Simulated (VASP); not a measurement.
# PbI2 (P-3m1) in VASP: dielectric tensor with LDA

Aim: the dielectric tensor of PbI2 with LDA.

Program: VASP 6.6.1. These are calculated values, not measurements. Logs are shortened: lines on timing, memory, paths and dates and some standing lists are left out, and cuts for length are marked.

## 1. The cell of the first run

It takes space group P-3m1 (No. 164, trigonal). The conventional cell has a = 4.555 Å, b = 4.555 Å, c = 6.977 Å, α = 90.00°, β = 90.00°, γ = 120.00°. Pb (site symmetry -3m) has 6 I at 3.21 Å within 4.2 Å. Within 4.3 Å of I (site symmetry 3m) lie 3 Pb at 3.21 Å and 3 I at 4.20 Å.

## 2. Dielectric tensor, LDA

The input, INCAR:

```
SYSTEM = PbI2
  PREC = Accurate
  ENCUT = 400
  EDIFF = 1E-8
  ISMEAR = 0
  SIGMA = 0.01
  LREAL = .False.
  LASPH = .True.
  NELM = 120
  ALGO = Normal
  ISIF = 2
  LWAVE = .False.
  LCHARG = .False.
  GGA = CA
  LEPSILON = .True.
  GGA_COMPAT = .False.
```

The input, KPOINTS:

```
Automatic mesh
0
Gamma
  4 4 2
  0 0 0
```

The input, POSCAR:

```
PbI2
1.0
    4.5550000000      0.0000000000      0.0000000000
   -2.2775000000      3.9447500000      0.0000000000
    0.0000000000      0.0000000000      6.9770000000
Pb I
1 2
Direct
    0.0000000000      0.0000000000      0.0000000000
    0.3333333333      0.6666666667      0.2650000000
    0.6666666667      0.3333333333      0.7350000000
```

Potentials or basis: VASP PAW LDA potentials, release 64 (Pb_d, I).

On the command line:

```
> cat potpaw_LDA.64/Pb_d/POTCAR potpaw_LDA.64/I/POTCAR > POTCAR
> mpirun -np 1 vasp_std > vasp.out
```

OUTCAR:

```text
SYSTEM = PbI2
   PREC = Accurate
   ENCUT = 400
   EDIFF = 1E-8
   ISMEAR = 0
   LREAL = .False.
   LASPH = .True.
   NELM = 120
   ISIF = 2
   GGA = CA
   LEPSILON = .True.

 ion  position               nearest neighbor table
   1  0.000  0.000  0.000-   2 3.21   3 3.21   3 3.21   2 3.21   3 3.21   2 3.21
   2  0.333  0.667  0.265-   1 3.21   1 3.21   1 3.21
   3  0.667  0.333  0.735-   1 3.21   1 3.21   1 3.21

  LATTYP: Found a hexagonal cell.
 ALAT       =     4.5550000000
 C/A-ratio  =     1.5317233809

  Lattice vectors:

 A1 = (   4.5550000000,   0.0000000000,   0.0000000000)
 A2 = (  -2.2775000000,   3.9447500000,   0.0000000000)
 A3 = (   0.0000000000,   0.0000000000,   6.9770000000)

Analysis of symmetry for initial positions (statically):
=====================================================================
 Subroutine PRICEL returns:
 Original cell was already a primitive cell.

 Routine SETGRP: Setting up the symmetry group for a
 hexagonal supercell.

 Subroutine GETGRP returns: Found 12 space group operations
 (whereof 12 operations were pure point group operations)
 out of a pool of 24 trial point group operations.

The static configuration has the point symmetry D_3d.

Analysis of symmetry for dynamics (positions and initial velocities):
=====================================================================
 Subroutine PRICEL returns:
 Original cell was already a primitive cell.

 Routine SETGRP: Setting up the symmetry group for a
 hexagonal supercell.

 Subroutine GETGRP returns: Found 12 space group operations
 (whereof 12 operations were pure point group operations)
 out of a pool of 24 trial point group operations.

The dynamic configuration has the point symmetry D_3d.

 Subroutine INISYM returns: Found 12 space group operations
 (whereof 12 operations are pure point group operations),
 and found     1 'primitive' translations

----------------------------------------------------------------------------------------

                                     Primitive cell

  volume of cell :     125.3651
[... 308 lines left out ...]

 POSITION                                       TOTAL-FORCE (eV/Angst)
 -----------------------------------------------------------------------------------
      0.00000      0.00000      0.00000         0.000000      0.000000      0.000000
     -0.00000      2.62983      1.84891        -0.000000     -0.000000     -0.054528
      2.27750      1.31492      5.12809         0.000000      0.000000      0.054528
 -----------------------------------------------------------------------------------
    total drift:                                0.000000     -0.000000     -0.000000

  FREE ENERGIE OF THE ION-ELECTRON SYSTEM (eV)
  ---------------------------------------------------
  free  energy   TOTEN  =       -10.0187873374 eV

  energy  without entropy=      -10.0187873374  energy(sigma->0) =      -10.01878734

 HEAD OF MICROSCOPIC STATIC DIELECTRIC TENSOR (INDEPENDENT PARTICLE, excluding Hartree and local field effects)
 ------------------------------------------------------
           8.060266     0.000000     0.000000
           0.000000     8.060284     0.000000
           0.000000     0.000000     7.441562
 ------------------------------------------------------

 Free energy of the ion-electron system (eV)
  ---------------------------------------------------
  ---------------------------------------------------
  free energy    TOTEN  =        -2.35287681 eV

  energy without entropy =       -2.35287681

------------------------ aborting loop because EDIFF is reached ----------------------------------------

--------------------------------------- Ionic step        2  -------------------------------------------

------------------------ aborting loop because EDIFF is reached ----------------------------------------

--------------------------------------- Ionic step        3  -------------------------------------------

 Free energy of the ion-electron system (eV)
  ---------------------------------------------------
  ---------------------------------------------------
  free energy    TOTEN  =        -1.60866813 eV

  energy without entropy =       -1.60866813

------------------------ aborting loop because EDIFF is reached ----------------------------------------

 PIEZOELECTRIC TENSOR FIELD DIRECTION 3  (e Angst)
 -----------------------------------------------------------------------------
    -0.00068  0.00000  0.00000           (  0.00000 -0.00000  0.00000)
    -0.00000 -0.00068  0.00000           (  0.00000  0.00000  0.00000)
     0.00000  0.00000 -0.00056           (  0.00000  0.00000 -0.00001)

 PIEZOELECTRIC TENSOR FIELD DIRECTION 3  (C/m^2)
 -----------------------------------------------------------------------------
    -0.00009  0.00000  0.00000
    -0.00000 -0.00009  0.00000
     0.00000  0.00000 -0.00007

 MACROSCOPIC STATIC DIELECTRIC TENSOR (including local field effects in DFT)
 ------------------------------------------------------
           7.361074     0.000000     0.000000
           0.000000     7.361090     0.000000
           0.000000     0.000000     5.319874
 ------------------------------------------------------

 PIEZOELECTRIC TENSOR (including local field effects)  for field in x, y, z        (e  Angst)
          XX          YY          ZZ          XY          YZ          ZX
  --------------------------------------------------------------------------------
  x     0.00000     0.00000     0.00000     0.00000     0.00000     0.00000
  y     0.00000     0.00000     0.00000     0.00000     0.00000     0.00000
  z     0.00000     0.00000     0.00000     0.00000     0.00000     0.00000

 PIEZOELECTRIC TENSOR (including local field effects)  for field in x, y, z        (C/m^2)
          XX          YY          ZZ          XY          YZ          ZX
  --------------------------------------------------------------------------------
  x     0.00000     0.00000     0.00000     0.00000     0.00000     0.00000
  y     0.00000     0.00000     0.00000     0.00000     0.00000     0.00000
  z     0.00000     0.00000     0.00000     0.00000     0.00000     0.00000

 BORN EFFECTIVE CHARGES (including local field effects) (in |e|, cummulative output)
 ---------------------------------------------------------------------------------
 ion    1
    1     4.24801     0.00000     0.00000
    2     0.00000     4.24801     0.00000
    3     0.00000     0.00000     1.73449
 ion    2
    1    -2.12400     0.00000    -0.00000
    2     0.00000    -2.12401     0.00000
    3     0.00000     0.00000    -0.86725
 ion    3
    1    -2.12400     0.00000    -0.00000
    2     0.00000    -2.12401     0.00000
    3     0.00000     0.00000    -0.86725
```

OSZICAR:

```text
[... 13 lines left out ...]
RMM:   8    -0.160882184102E+01   -0.37878E-03   -0.67034E-05   522   0.598E-02    0.151E-02
RMM:   9    -0.160878042526E+01    0.41416E-04   -0.65435E-05   504   0.236E-02    0.491E-03
RMM:  10    -0.160868254324E+01    0.97882E-04    0.27104E-05   509   0.797E-03    0.146E-03
RMM:  11    -0.160867549770E+01    0.70455E-05    0.63156E-06   513   0.304E-03    0.676E-04
RMM:  12    -0.160866571510E+01    0.97826E-05    0.30281E-06   522   0.124E-03    0.393E-04
RMM:  13    -0.160866928211E+01   -0.35670E-05   -0.80495E-07   440   0.524E-04    0.133E-04
RMM:  14    -0.160866874278E+01    0.53933E-06    0.92958E-07   356   0.214E-04    0.503E-05
RMM:  15    -0.160866840645E+01    0.33633E-06   -0.28277E-07   295   0.101E-04    0.210E-05
RMM:  16    -0.160866813233E+01    0.27413E-06   -0.76086E-08   104   0.536E-05    0.349E-06
```

Run time: 4.9 min. Hardware: 1 thread of Intel Xeon 8259CL, shared host; peak memory 0.22 GiB.

Results:

```yaml
Band_gap_on_the_k_mesh: 2.03 eV
Electronic_dielectric_tensor_diagonal: 7.36, 7.36, 5.32
Born_charges_mean_of_the_diagonal: Pb +3.41; I -1.71 e
```

Levels at points of the mesh, in eV from the valence-band top:
```tsv
k point	band 12	band 13	band 14	band 15	band 16	band 17
(0.00, 0.00, 0.00)	-0.92	-0.92	-0.70	2.29	3.25	3.25
(0.50, 0.00, 0.00)	-1.60	-0.76	-0.38	2.71	3.60	4.66
(0.00, 0.00, 0.50)	-0.74	-0.74	0.00	2.03	3.06	3.06
(0.50, 0.00, 0.50)	-1.37	-1.14	-0.66	3.09	3.63	4.07
```

Electronic dielectric tensor:
```
7.36 0.00 0.00
0.00 7.36 0.00
0.00 0.00 5.32
```

Born effective charge tensors (e):
atom 1, Pb
```
4.25 0.00 0.00
0.00 4.25 0.00
0.00 0.00 1.73
```
atom 2, I
```
-2.12  0.00  0.00
 0.00 -2.12  0.00
 0.00  0.00 -0.87
```
atom 3, I
```
-2.12  0.00  0.00
 0.00 -2.12  0.00
 0.00  0.00 -0.87
```

Caveat: the k points lie up to 0.45 Å⁻¹ apart; spin-orbit coupling is left out, which moves the levels of the heavy elements. A k mesh can miss the band edges.
